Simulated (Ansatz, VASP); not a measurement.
# One calculation of TaN, two programs

Contents of INCAR:

```
ALGO = Normal
EDIFF = 1E-6
ENCUT = 600
GGA = PS
GGA_COMPAT = False
ISIF = 2
ISMEAR = -1
LASPH = True
LCHARG = False
LREAL = False
LWAVE = False
NBANDS = 24
NELM = 120
PREC = Accurate
SIGMA = 0.01
```

KPOINTS

```
k-points
0
Gamma
  9 9 5
```

File POSCAR:

```
TaN
1.0
    3.0480019786      0.0000000000      0.0000000000
   -1.5240009893      2.6396471442      0.0000000000
    0.0000000000      0.0000000000      4.7704600000
Ta N
2 2
Direct
    0.0000000000      0.0000000000      0.0000000000
    0.0000000000      0.0000000000      0.5000000000
    0.3333333333      0.6666666667      0.2500000000
    0.6666666667      0.3333333333      0.7500000000
```

Input for Ansatz:

```yaml
crystal:
  lattice:
    - [3.0480019786, 0.0, 0.0]
    - [-1.5240009893, 2.6396471442, 0.0]
    - [0.0, 0.0, 4.77046]
  atoms:
    - { symbol: Ta, position: [0.0, 0.0, 0.0] }
    - { symbol: Ta, position: [0.0, 0.0, 0.5] }
    - { symbol: "N", position: [0.3333333333, 0.6666666667, 0.25] }
    - { symbol: "N", position: [0.6666666667, 0.3333333333, 0.75] }
kpoints:
  mp_grid: { grid: [9, 9, 5] }
  band_path:
    path:
      - [0.0, 0.0, 0.0]
      - [0.5, 0.0, 0.0]
      - [0.3333333333, 0.3333333333, 0.0]
      - [0.0, 0.0, 0.0]
      - [0.0, 0.0, 0.5]
      - [0.5, 0.0, 0.5]
      - [0.3333333333, 0.3333333333, 0.5]
      - [0.0, 0.0, 0.5]
      - [0.5, 0.0, 0.5]
    npoints: 5
scf:
  occupations: { method: fermi_dirac, width: 0.01 }
hamiltonian:
  xc: pbesol
  pseudopotentials: { kind: all_electron, lapw: { basis_error: 0.0005 } }
output:
  forces: true
  stress: true
  eigenvalues: true
```

Change from the starting cell: zz strain of -3 %.

Alike in both runs: task single point; functional PBEsol; k mesh 9 × 9 × 5; occupations fermi-dirac, width 0.01 eV; no spin polarisation.

```csv
,VASP,Ansatz
version,VASP 6.6.1,Ansatz 0.2.0
potentials or method,"VASP PAW PBE potentials, release 64 (Ta_pv, N), cutoff 600 eV","all-electron LAPW, scalar-relativistic"
```

Ansatz gave:

```
pressure (GPa)                                                : 68.6
traceless stress, the component that is largest in VASP (GPa) : 67.45
```

Which values does VASP return?

Pressure (GPa): 71.4; traceless stress, the component that is largest in VASP (GPa): 68.59.

VASP's potentials were made for PBE, not for PBEsol. Both programs put the cell under a high pressure, so it lies far from rest at this level. Ansatz ran all-electron here, and VASP with PAW potentials.

Spin-orbit coupling is off throughout. Noted on VASP's run: the cell as given lies far from equilibrium.
